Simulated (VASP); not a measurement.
A run of VASP 6.6.1 is set up as follows.

Contents of INCAR:

```
PREC     = Accurate       # precision mode
ENCUT    = 520            # plane-wave cutoff, eV
EDIFF    = 1E-6           # SCF threshold, eV
ISMEAR   = 0              # smearing method
SIGMA    = 0.01           # smearing width, eV
LREAL    = F              # projectors in reciprocal space
LASPH    = T              # aspherical terms in the spheres
NELM     = 100            # most SCF steps
ALGO     = Normal         # electronic algorithm
ISIF     = 2              # what is computed and relaxed
LWAVE    = F              # write WAVECAR
LCHARG   = F              # write CHGCAR
GGA      = PS             # functional
NBANDS   = 26             # bands
```

The input KPOINTS:

```
regular mesh
0
Gamma
  4 4 7
```

The input POSCAR:

```
BN
1.0
    4.4242230000      0.0000000000      0.0000000000
    0.0000000000      4.4242230000      0.0000000000
    0.0000000000      0.0000000000      2.5503560000
B N
4 4
Direct
    0.1742830007      0.8257169993      0.5000000000
    0.3257169993      0.3257169993      0.0000000000
    0.6742830007      0.6742830007      0.0000000000
    0.8257169993      0.1742830007      0.5000000000
    0.8126009991      0.8126009991      0.5000000000
    0.3126009991      0.6873990009      0.0000000000
    0.6873990009      0.3126009991      0.0000000000
    0.1873990009      0.1873990009      0.5000000000
```

Potentials or basis: VASP PAW PBE potentials, release 64 (B, N).

Command:

```console
$ cat potpaw_PBE.64/B/POTCAR potpaw_PBE.64/N/POTCAR > POTCAR
$ mpirun -np 1 vasp_std > vasp.out
```

Q: What does it give for the largest force?

A: 0.008 eV/Å.

Q: Predict the pressure.

A: -5.2 GPa.

Stress tensor (GPa, compression positive):
```
-5.20  0.00  0.00
 0.00 -5.20  0.00
 0.00  0.00 -5.09
```

Caveat: the PAW data sets were made with another functional, which shifts forces and pressure a little.
